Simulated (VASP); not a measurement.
**Ge: single point with r2SCAN**

Crystal: Ge.

```
Ge
1.0
     3.75571    0.00000    0.00000
    -1.87786    3.25254    0.00000
     0.00000    0.00000    6.22300
Ge
4
Direct
  0.66667 0.33333 0.06375
  0.33333 0.66667 0.56375
  0.66667 0.33333 0.43625
  0.33333 0.66667 0.93625
```

This isn't the form of Ge at room conditions, which is diamond.

```
Program                : VASP 6.6.1
Task                   : single point
Functional             : r2SCAN
Potentials or basis    : VASP PAW PBE potentials, release 64 (Ge_d)
Cutoff                 : 520 eV
k mesh                 : 6 × 6 × 3
Occupations            : fermi-dirac, width 0.1 eV
Spin                   : no spin polarisation
Dipole correction      : no
Further INCAR settings : ALGO = Normal; EDIFF = 1e-07; NBANDS = 36
```

```yaml
Pressure: 20.2 GPa
Band_gap_on_the_k_mesh: 0.33 eV (least direct gap 0.61 eV)
```

Levels at points of the mesh, in eV from the valence-band top:
```
           k point  band 26  band 27  band 28  band 29  band 30  band 31
(0.00, 0.00, 0.00)    -0.50     0.00     0.00     0.61     1.87     2.15
(0.50, 0.00, 0.00)    -4.15    -3.92    -2.05     0.33     2.32     3.54
```

It took 2.4 min on 1 thread of Intel(R) Xeon(R) Platinum 8124M CPU @ 3.00GHz (Skylake/Cascade Lake), on a shared host, peak memory 0.2 GiB.

Caveat: the cell stands under pressure; the PAW data sets were made with another functional, which shifts forces and pressure a little; an odd mesh through Γ misses points on the zone boundary, where band edges can lie.
